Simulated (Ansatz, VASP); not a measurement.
**WSe2 in VASP and in Ansatz**

```xyz
12
Lattice="3.2807 0.0000 0.0000 -1.6403 2.8411 0.0000 0.0000 0.0000 71.1031" Properties=species:S:1:pos:R:3 pbc="T T T"
Se    0.0000    1.8941   24.2700
Se    0.0000    1.8941   27.6406
Se    1.6403    0.9470   30.6702
Se    1.6403    0.9470   34.0377
Se    0.0000    1.8941   37.0654
Se    0.0000    1.8941   40.4329
Se    1.6403    0.9470   43.4625
Se    1.6403    0.9470   46.8331
W     1.6403    0.9470   25.9556
W     0.0000    1.8941   32.3540
W     1.6403    0.9470   38.7491
W     0.0000    1.8941   45.1475
```

Alike in both runs: functional PBE; dispersion D3(BJ); k mesh 9 × 9 × 1; occupations gaussian, width 0.02 eV; no spin polarisation.

Ansatz relaxed the structure, and its values are those at the end. VASP's run is a single point on that final structure, the one shown.

|  | VASP | Ansatz |
| --- | --- | --- |
| version | VASP 6.6.1 | Ansatz 0.2.0 |
| potentials or method | VASP PAW PBE potentials, release 64 (Se, W_sv), cutoff 520 eV | scalar-relativistic, plane waves, PAW |
| valence electrons in the cell | 104 | 184 |

Ansatz gave:

* gap on the k mesh at the Fermi level (eV): 1.12
* least direct gap on the mesh (eV): 1.59
* rms of the force components (eV/Å): 0.000

Q: Which values does VASP return?

A: gap on the k mesh at the Fermi level (eV): 1.12; least direct gap on the mesh (eV): 1.58; rms of the force components (eV/Å): 0.022.

VASP's potentials hold 104 valence electrons a cell and Ansatz's 184, so a difference there can come from the potentials and not from the codes. Ansatz's warnings: xc potential rough in thin density.

Spin-orbit coupling is off throughout.
